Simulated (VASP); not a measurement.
Runs of VASP 6.6.1 on Ru2S. The structure is that of space group R-3m (No. 166), or close to it. The cells are those of the table. 

```tsv
task	spin	cell	k mesh	cutoff (eV)	gap on the mesh (eV)	pressure (GPa)	relaxed volume (Å³/atom)	largest force (eV/Å)
single point	off	a = 4.292 Å, angles 50.3°, 3 atoms	6 × 6 × 6	520	none	0.2	-	0.01
relaxation of cell and atoms	off	relaxed from a = 4.292 Å, angles 50.3°, 3 atoms	15 × 15 × 15	600	none	0.0	(a)	0.01
relaxation of cell and atoms	off	relaxed from a = 5.395 Å, angles 36.0°, 3 atoms	6 × 6 × 6	600	none	0.1	14.39	0.02
single point	collinear, ferromagnetic start	a = 5.395 Å, angles 36.0°, 3 atoms	6 × 6 × 6	520	none	-10.6	-	0.01
```

Alike in all rows: level PBE; potentials or basis VASP PAW PBE potentials, release 64 (Ru_pv, S); smearing gaussian 0.1 eV.

Fill in the values left out.

(a) 14.42.

Caveats: some runs use coarse meshes.

A k mesh can miss the band edges, and the runs leave out spin-orbit coupling on Ru.

A gap of «none» marks levels without a gap at the run's occupations.
